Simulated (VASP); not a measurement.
Input of a VASP 6.6.1 run:

Contents of POSCAR:

```
Ti
1.0
    2.6717143674      0.0000000000      0.0000000000
    0.0000000000      2.6717143674      0.0000000000
    0.0000000000      0.0000000000      2.6717143674
Ti
1
Direct
    0.0000000000      0.0000000000      0.0000000000
```

Contents of INCAR.step1:

```
SYSTEM = Ti
PREC = Accurate
ENCUT = 600
ISMEAR = -1
SIGMA = 0.1
LREAL = .False.
LASPH = .True.
NELM = 100
GGA = PE
ALGO = Normal
EDIFF = 1E-4
LWAVE = .True.
LCHARG = .False.
```

Contents of INCAR.step2:

```
SYSTEM = Ti
PREC = Accurate
ENCUT = 600
EDIFF = 1E-6
ISMEAR = -1
SIGMA = 0.1
LREAL = .False.
LASPH = .True.
NELM = 100
ALGO = Normal
ISIF = 3
LWAVE = .False.
LCHARG = .False.
METAGGA = R2SCAN
LMIXTAU = .True.
IBRION = 2
NSW = 80
EDIFFG = -0.01
ISTART = 1
```

KPOINTS

```
Automatic mesh
0
Gamma
  12 12 12
  0 0 0
```

Potentials or basis: VASP PAW PBE potentials, release 64 (Ti_sv).

The run is started by

```sh
$ cat potpaw_PBE.64/Ti_sv/POTCAR > POTCAR
$ cp INCAR.step1 INCAR
$ mpirun -np 1 vasp_std > vasp.out
$ cp INCAR.step2 INCAR
$ mpirun -np 1 vasp_std > vasp.out
```

Question: What does it give for the relaxed volume?

Answer: 18.31 Å³/atom.

Question: Predict the relaxed cell.

Answer: a = 2.636 Å, b = 2.636 Å, c = 2.636 Å, α = 90.00°, β = 90.00°, γ = 90.00°.

Final structure:
```yaml
crystal:
  lattice:
    - [2.63558, 0.00000, 0.00000]
    - [0.00000, 2.63558, 0.00000]
    - [0.00000, 0.00000, 2.63558]
  atoms:
    - { symbol: Ti, position: [0.00000, 0.00000, 0.00000] }
```

Caveat: the PAW data sets were made with another functional, which shifts forces and pressure a little.
